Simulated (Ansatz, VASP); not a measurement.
## CaTi3 in VASP and in Ansatz

```
Ca Ti
1.0
     0.00000    3.54598    3.54598
     3.54598    0.00000    3.54598
     3.54598    3.54598    0.00000
Ca Ti
1 3
Direct
  0.00000 0.00000 0.00000
  0.25000 0.25000 0.25000
  0.75000 0.75000 0.75000
  0.50000 0.50000 0.50000
```

Change from the starting cell: species swapped into the Na3In type (Fm-3m, No. 225).

Alike in both runs: task relaxation of cell and atoms; functional PBE; k mesh 4 × 4 × 4; occupations gaussian, width 0.1 eV; no spin polarisation.

```csv
,VASP,Ansatz
version,VASP 6.6.1,Ansatz 0.2.0
potentials or method,"VASP PAW PBE potentials, release 64 (Ca_sv, Ti_sv), cutoff 500 eV","scalar-relativistic, plane waves, PAW"
valence electrons in the cell,46,46
```

```tsv
	VASP	Ansatz	Ansatz less VASP
gap on the k mesh at the Fermi level, each at its own relaxed structure (eV)	none	none	-
relaxed volume (Å³/atom)	20.54	20.63	+0.085
relaxed length of the cell vector where the two differ most in proportion (Å)	4.880	4.887	+0.0067
```

A gap of «none» marks a metal or a gap that the smearing closes.

The k mesh is coarse, so the values compare programs but aren't converged.
